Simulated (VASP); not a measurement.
Wanted: the native input for a VASP 6.6.1 run.

- Task: single point
- Functional: r2SCAN
- Potentials or basis: VASP PAW PBE potentials, release 64 (Rb_sv, Br)
- Cutoff: 550 eV
- k mesh: 6 × 6 × 6
- Occupations: gaussian, width 0.01 eV
- Spin: no spin polarisation
- Dipole correction: no
- Further INCAR settings: ALGO = Normal; EDIFF = 1e-06; NBANDS = 15

Crystal: RbBr.

```
Rb Br
1.0
     3.99831    0.00000    0.00000
     0.00000    3.99831    0.00000
     0.00000    0.00000    4.12793
Rb Br
1 1
Cartesian
  0.0000 0.0000 0.0000
  1.9992 1.9992 2.0640
```

This cell differs from its parent crystal: biaxial xy strain -3.1%.

The input as run:

POSCAR

```
RbBr
1.0
    3.9983097553      0.0000000000      0.0000000000
    0.0000000000      3.9983097553      0.0000000000
    0.0000000000      0.0000000000      4.1279266522
Rb Br
1 1
Direct
    0.0000000000      0.0000000000      0.0000000000
    0.5000000000      0.5000000000      0.5000000000
```

INCAR.step1

```
PREC     = Accurate       # precision mode
ENCUT    = 550            # plane-wave cutoff, eV
ISMEAR   = 0              # smearing method
SIGMA    = 0.01           # smearing width, eV
LREAL    = False          # projectors in reciprocal space
LASPH    = True           # aspherical terms in the spheres
NELM     = 120            # most SCF steps
NBANDS   = 15             # bands
GGA      = PE             # functional
ALGO     = Normal         # electronic algorithm
EDIFF    = 1E-5           # SCF threshold, eV
LWAVE    = True           # write WAVECAR
LCHARG   = False          # write CHGCAR
GGA_COMPAT= False
```

INCAR.step2

```
PREC     = Accurate       # precision mode
ENCUT    = 550            # plane-wave cutoff, eV
EDIFF    = 1E-6           # SCF threshold, eV
ISMEAR   = 0              # smearing method
SIGMA    = 0.01           # smearing width, eV
LREAL    = False          # projectors in reciprocal space
LASPH    = True           # aspherical terms in the spheres
NELM     = 120            # most SCF steps
ALGO     = Normal         # electronic algorithm
ISIF     = 2              # what is computed and relaxed
LWAVE    = False          # write WAVECAR
LCHARG   = False          # write CHGCAR
METAGGA  = R2SCAN         # meta-GGA
LMIXTAU  = True         
NBANDS   = 15             # bands
ISTART   = 1            
GGA_COMPAT= False
```

KPOINTS

```
regular mesh
0
Gamma
  6 6 6
```

Potentials or basis: VASP PAW PBE potentials, release 64 (Rb_sv, Br).

Launch:

```console
$ cat potpaw_PBE.64/Rb_sv/POTCAR potpaw_PBE.64/Br/POTCAR > POTCAR
$ cp INCAR.step1 INCAR
$ mpirun -np 1 vasp_std > vasp.out
$ cp INCAR.step2 INCAR
$ mpirun -np 1 vasp_std > vasp.out
```

Results of the run:

- Pressure: 1.3 GPa
- Band gap on the k mesh: 5.01 eV (least direct gap 5.16 eV)

Caveat: the cell differs from its parent crystal (biaxial xy strain -3.1%); the PAW data sets were made with another functional, which shifts forces and pressure a little.

It took 69 s on 1 thread of AMD EPYC 9R45 96-Core Processor (Zen 5), on a shared host, peak memory 0.18 GiB.
